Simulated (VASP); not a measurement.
# CaSe in VASP: further runs

CaSe is run at these levels: r2SCAN; tasks: single point.

All numbers are computed with VASP 6.6.1; they aren't measurements. Logs are shortened: lines on timing, memory, paths and dates and some standing lists are left out, and cuts for length are marked.

## (1) The cell of the first run

Symmetry: R-3m, No. 166, trigonal system. The conventional cell has a = 5.140 Å, b = 5.140 Å, c = 6.140 Å, α = 90.00°, β = 90.00°, γ = 120.00°. Within 4.0 Å of Ca (site symmetry -3m) lie 8 Se at 3.07 to 3.14 Å and 6 Ca at 3.61 Å. Se (site symmetry -3m) has 8 Ca at 3.07 to 3.14 Å and 6 Se at 3.61 Å within 4.0 Å.

## (2) Single point, r2SCAN (strain along [111] -2.5%)

Input file POSCAR:

```
CaSe
1.0
    3.6048585127     -0.0299263957     -0.0299263957
   -0.0299263957      3.6048585127     -0.0299263957
   -0.0299263957     -0.0299263957      3.6048585127
Ca Se
1 1
Direct
    0.0000000000      0.0000000000      0.0000000000
    0.5000000000      0.5000000000      0.5000000000
```

Input file INCAR.step1:

```
SYSTEM = CaSe
PREC = Accurate ; ENCUT = 520
ISMEAR = 0 ; SIGMA = 0.01
LREAL = .FALSE. ; LASPH = .TRUE.
NELM = 60 ; NBANDS = 15
GGA = PE ; ALGO = Normal
EDIFF = 1E-4 ; LWAVE = .TRUE.
LCHARG = .FALSE.
```

Input file INCAR.step2:

```
SYSTEM = CaSe
PREC = Accurate ; ENCUT = 520
EDIFF = 1E-7 ; ISMEAR = 0
SIGMA = 0.01 ; LREAL = .FALSE.
LASPH = .TRUE. ; NELM = 60
ALGO = Normal ; ISIF = 2
LWAVE = .FALSE. ; LCHARG = .FALSE.
METAGGA = R2SCAN ; LMIXTAU = .TRUE.
NBANDS = 15 ; ISTART = 1
```

Input file KPOINTS:

```
Automatic mesh
0
G
  8 8 8
  0 0 0
```

Potentials or basis: VASP PAW PBE potentials, release 64 (Ca_sv, Se).

The run is started by

```bash
$ cat potpaw_PBE.64/Ca_sv/POTCAR potpaw_PBE.64/Se/POTCAR > POTCAR
$ cp INCAR.step1 INCAR
$ mpirun -np 1 vasp_std > vasp.out
$ cp INCAR.step2 INCAR
$ mpirun -np 1 vasp_std > vasp.out
```

OUTCAR:

```text
SYSTEM = CaSe
   PREC = Accurate
   ENCUT = 520
   EDIFF = 1E-7
   ISMEAR = 0
   LREAL = .FALSE.
   LASPH = .TRUE.
   NELM = 60
   ISIF = 2
   METAGGA = R2SCAN
   ISTART = 1

 ion  position               nearest neighbor table
   1  0.000  0.000  0.000-
   2  0.500  0.500  0.500-

  LATTYP: Found a trigonal (rhomboedric) cell.
 ALAT       =     3.6051069436
 COS(alpha) =    -0.0165321710

  Lattice vectors:

 A1 = (   3.6048585127,  -0.0299263957,  -0.0299263957)
 A2 = (  -0.0299263957,   3.6048585127,  -0.0299263957)
 A3 = (  -0.0299263957,  -0.0299263957,   3.6048585127)

Analysis of symmetry for initial positions (statically):
=====================================================================
 Subroutine PRICEL returns:
 Original cell was already a primitive cell.

 Routine SETGRP: Setting up the symmetry group for a
 trigonal (rhombohedral) supercell.

 Subroutine GETGRP returns: Found 12 space group operations
 (whereof 12 operations were pure point group operations)
 out of a pool of 12 trial point group operations.

The static configuration has the point symmetry D_3d.

Analysis of symmetry for dynamics (positions and initial velocities):
=====================================================================
 Subroutine PRICEL returns:
 Original cell was already a primitive cell.

 Routine SETGRP: Setting up the symmetry group for a
 trigonal (rhombohedral) supercell.

 Subroutine GETGRP returns: Found 12 space group operations
 (whereof 12 operations were pure point group operations)
 out of a pool of 12 trial point group operations.

The dynamic configuration has the point symmetry D_3d.

 Subroutine INISYM returns: Found 12 space group operations
 (whereof 12 operations are pure point group operations),
 and found     1 'primitive' translations

----------------------------------------------------------------------------------------

                                     Primitive cell

  volume of cell :      46.8354

  direct lattice vectors                    reciprocal lattice vectors
     3.604858513 -0.029926396 -0.029926396     0.277441959  0.002322516  0.002322516
    -0.029926396  3.604858513 -0.029926396     0.002322516  0.277441959  0.002322516
    -0.029926396 -0.029926396  3.604858513     0.002322516  0.002322516  0.277441959

  length of vectors
     3.605106944  3.605106944  3.605106944     0.277461401  0.277461401  0.277461401

  position of ions in fractional coordinates (direct lattice)
     0.000000000  0.000000000  0.000000000
[... 83 lines left out ...]
   NFREE  =      0    steps in history (QN), initial steepest desc. (CG)
   ISIF   =      2    stress and relaxation
   ISYM   =      2    0-nonsym 1-usesym 2-fastsym
   POTIM  = 0.5000    time-step for ionic-motion
   TEBEG  =    0.0;   TEEND  =   0.0 temperature during run
   PSTRESS=    0.0 pullay stress
   NELECT =      16.0000    total number of electrons
   NUPDOWN=      -1.0000    fix difference up-down
   EMIN   =  10.00;   EMAX   =-10.00  energy-range for DOS
   EFERMI =   0.00;   METHOD = LEGACY
   ISMEAR =     0;   SIGMA  =   0.01  broadening in eV -4-tet -1-fermi 0-gaus
   EFERMI_NEDOS =   21; number of points for ismear=-14 and -15
   IALGO  =     38    algorithm
   IMIX   =      4    mixing-type and parameters
     AMIX     =   0.40;   BMIX     =  1.00
     AMIX_MAG =   1.60;   BMIX_MAG =  1.00
  volume/ion in A,a.u.               =      23.42       158.03
  Fermi-wavevector in a.u.,A,eV,Ry     =   1.144432  2.162663 17.819888  1.309725
  Thomas-Fermi vector in A             =   2.281124
   LORBIT       =      0    0 simple, 1 ext, 2 COOP (PROOUT), +10 PAW based schemes
   METAGGA = R2SCAN    functional components
   LHFCALC =     F    Hartree Fock is set to
   AEXX    =    0.0000 exact exchange contribution
   IVDW    =     0    specifies the selected vdW correction
   LEPSILON=     F    determine dielectric tensor
   LRPA    =     F    only Hartree local field effects (RPA)
 non-spin polarized calculation
 Gauss-broadening in eV      SIGMA  =   0.01
  energy-cutoff  :      520.00
  volume of cell :       46.84
 maximum number of plane-waves:      1282
   NGX = 13   NGY = 13   NGZ = 13

 number of electron      16.0000006 magnetization

 Free energy of the ion-electron system (eV)
  ---------------------------------------------------
  ext. energy  EPLUGINS =         0.00000000
  ---------------------------------------------------
  free energy    TOTEN  =       -25.21841297 eV

  energy without entropy =      -25.21841297  energy(sigma->0) =      -25.21841297

 E-fermi :   4.4470     XC(G=0): -10.1382

 val. band max:        4.2674957104   @ k =   0.5000   0.5000   0.0000
 cond. band min:       5.4774643186   @ k =   0.5000   0.5000   0.0000
 fundamental gap:      1.2099686083
 Fermi energy:         4.4470287240

 k-point     1 :       0.0000    0.0000    0.0000
  band No.  band energies     occupation
      1     -38.6759      2.00000
      2     -18.7359      2.00000
      3     -18.7359      2.00000
      4     -18.7301      2.00000
      5      -9.3448      2.00000
      6       3.3092      2.00000
      7       3.3907      2.00000
      8       3.3907      2.00000
      9       5.7339      0.00000
     10       5.7339      0.00000
     11       7.3251      0.00000
     12       9.1339      0.00000
     13       9.2138      0.00000
     14       9.2138      0.00000
[... 401 lines left out ...]
      2     -18.8917      2.00000
      3     -18.7415      2.00000
      4     -18.7411      2.00000
      5      -8.5438      2.00000
      6      -0.1282      2.00000
      7       2.6091      2.00000
      8       2.7526      2.00000
      9       6.8748      0.00000
     10       8.3721      0.00000
     11       8.7401      0.00000
     12       9.4359      0.00000
     13       9.9023      0.00000
     14      11.1774      0.00000
     15      12.7430      0.00000

 [... further k-points ...]
[... 5 lines left out ...]
  --------------------------------------------------------------------------------------
  -------------------------------------------------------------------------------------
  Total        0.4881953      0.4881953      0.4881953      0.0177838      0.0177838      0.0177838
  in kB       16.7005114     16.7005114     16.7005114      0.6083618      0.6083618      0.6083618
  external PRESSURE =      16.7005114 kB  Pullay stress =       0.0000000 kB

 VOLUME and BASIS-vectors are now :
 -----------------------------------------------------------------------------
  energy-cutoff  :      520.00
  volume of cell :       46.84
      direct lattice vectors                 reciprocal lattice vectors
     3.604858513 -0.029926396 -0.029926396     0.277441959  0.002322516  0.002322516
    -0.029926396  3.604858513 -0.029926396     0.002322516  0.277441959  0.002322516
    -0.029926396 -0.029926396  3.604858513     0.002322516  0.002322516  0.277441959

 POSITION                                       TOTAL-FORCE (eV/Angst)
 -----------------------------------------------------------------------------------
      0.00000      0.00000      0.00000        -0.000000      0.000000      0.000000
      1.77250      1.77250      1.77250         0.000000     -0.000000      0.000000
 -----------------------------------------------------------------------------------
    total drift:                               -0.000000      0.000000      0.000000

  FREE ENERGIE OF THE ION-ELECTRON SYSTEM (eV)
  ---------------------------------------------------
  free  energy   TOTEN  =       -25.2184129677 eV

  energy  without entropy=      -25.2184129677  energy(sigma->0) =      -25.21841297
```

OUTCAR.step1:

```text
SYSTEM = CaSe
   PREC = Accurate
   ENCUT = 520
   ISMEAR = 0
   LREAL = .FALSE.
   LASPH = .TRUE.
[... 654 lines left out ...]
      0.00000      0.00000      0.00000         0.000000      0.000000      0.000000
      1.77250      1.77250      1.77250        -0.000000     -0.000000      0.000000
 -----------------------------------------------------------------------------------
    total drift:                               -0.000000      0.000000      0.000000

  FREE ENERGIE OF THE ION-ELECTRON SYSTEM (eV)
  ---------------------------------------------------
  free  energy   TOTEN  =        -8.7891742959 eV

  energy  without entropy=       -8.7891742959  energy(sigma->0) =       -8.78917430
```

OSZICAR.step1:

```text
N       E                     dE             d eps       ncg     rms          rms(c)
DAV:   1     0.108398325617E+03    0.10840E+03   -0.75195E+03  1950   0.994E+02
DAV:   2    -0.459918621097E+01   -0.11300E+03   -0.10747E+03  2405   0.249E+02
DAV:   3    -0.877769722083E+01   -0.41785E+01   -0.41325E+01  2696   0.455E+01
DAV:   4    -0.893919826207E+01   -0.16150E+00   -0.16146E+00  2629   0.772E+00
DAV:   5    -0.894027776290E+01   -0.10795E-02   -0.10794E-02  2601   0.661E-01    0.449E+00
DAV:   6    -0.880056394617E+01    0.13971E+00   -0.14269E-01  2268   0.237E+00    0.262E+00
DAV:   7    -0.878740259107E+01    0.13161E-01   -0.77911E-02  2500   0.193E+00    0.829E-01
DAV:   8    -0.878924091337E+01   -0.18383E-02   -0.15542E-02  2106   0.884E-01    0.122E-01
DAV:   9    -0.878917429591E+01    0.66617E-04   -0.83276E-04  2592   0.287E-01
   1 F= -.87891743E+01 E0= -.87891743E+01  d E =-.295059E-87
```

Wall time 2.4 min (1 thread of Intel Xeon Platinum 8259CL at 2.50GHz (Skylake/Cascade Lake), shared host); peak memory 0.19 GiB.

What came out:

```
Free energy            : -25.2184 eV
Pressure               : 1.7 GPa
Band gap on the k mesh : 1.21 eV, direct
```

Caveat: the cell differs from its parent crystal (strain along [111] -2.5%); the PAW data sets were made with another functional, which shifts forces and pressure a little. A k mesh can miss the band edges.

## (3) Single point, r2SCAN (epitaxial 111 strain -1.3%)

Input file POSCAR:

```
CaSe
1.0
    3.6461027249      0.0596604557      0.0596604557
    0.0596604557      3.6461027249      0.0596604557
    0.0596604557      0.0596604557      3.6461027249
Ca Se
1 1
Direct
    0.0000000000      0.0000000000      0.0000000000
    0.5000000000      0.5000000000      0.5000000000
```

Input file INCAR.step1:

```
SYSTEM = CaSe
PREC     = Accurate       ! precision mode
ENCUT    = 520            ! plane-wave cutoff, eV
ISMEAR   = 0              ! smearing method
SIGMA    = 0.01           ! smearing width, eV
LREAL    = .FALSE.        ! projectors in reciprocal space
LASPH    = .TRUE.         ! aspherical terms in the spheres
NELM     = 80             ! most SCF steps
NBANDS   = 15             ! bands
GGA      = PE             ! functional
ALGO     = Normal         ! electronic algorithm
EDIFF    = 1E-4           ! SCF threshold, eV
LWAVE    = .TRUE.         ! write WAVECAR
LCHARG   = .FALSE.        ! write CHGCAR
```

Input file INCAR.step2:

```
SYSTEM = CaSe
PREC     = Accurate       ! precision mode
ENCUT    = 520            ! plane-wave cutoff, eV
EDIFF    = 1E-6           ! SCF threshold, eV
ISMEAR   = 0              ! smearing method
SIGMA    = 0.01           ! smearing width, eV
LREAL    = .FALSE.        ! projectors in reciprocal space
LASPH    = .TRUE.         ! aspherical terms in the spheres
NELM     = 80             ! most SCF steps
ALGO     = Normal         ! electronic algorithm
ISIF     = 2              ! what is computed and relaxed
LWAVE    = .FALSE.        ! write WAVECAR
LCHARG   = .TRUE.         ! write CHGCAR
METAGGA  = R2SCAN         ! meta-GGA
LMIXTAU  = .TRUE.       
LELF     = .TRUE.         ! ELF
LVHAR    = .TRUE.       
NBANDS   = 15             ! bands
ISTART   = 1
```

Input file KPOINTS:

```
regular mesh
0
G
  8 8 8
  0 0 0
```

Potentials or basis: VASP PAW PBE potentials, release 64 (Ca_sv, Se).

The run is started by

```bash
$ cat potpaw_PBE.64/Ca_sv/POTCAR potpaw_PBE.64/Se/POTCAR > POTCAR
$ cp INCAR.step1 INCAR
$ mpirun -np 1 vasp_std > vasp.out
$ cp INCAR.step2 INCAR
$ mpirun -np 1 vasp_std > vasp.out
```

Wall time 2.1 min (1 thread of Intel Xeon Platinum 8259CL at 2.50GHz (Skylake/Cascade Lake), shared host); peak memory 0.19 GiB.

Results (log left out):

```
Free energy            : -25.2275 eV
Pressure               : -0.2 GPa
Band gap on the k mesh : 1.28 eV, direct
```

Stress tensor (GPa, compression positive):
```
-0.17  0.16  0.16
 0.16 -0.17  0.16
 0.16  0.16 -0.17
```

Levels at points of the mesh, in eV from the valence-band top:
```tsv
k point	band 5	band 6	band 7	band 8	band 9	band 10	band 11	band 12
(0.00, 0.00, 0.00)	-13.42	-0.92	-0.92	-0.75	1.58	1.58	2.84	4.81
(0.50, 0.00, 0.00)	-12.67	-4.89	-1.16	-0.87	2.55	5.03	5.32	5.35
(0.50, 0.50, 0.00)	-12.35	-3.65	-3.51	0.00	1.28	3.41	3.66	3.75
(0.50, 0.50, 0.50)	-11.76	-3.75	-3.68	-3.68	4.06	4.59	4.59	5.90
```

Caveat: the cell differs from its parent crystal (epitaxial 111 strain -1.3%); the PAW data sets were made with another functional, which shifts forces and pressure a little. A k mesh can miss the band edges.

[end of part 1 of 2]
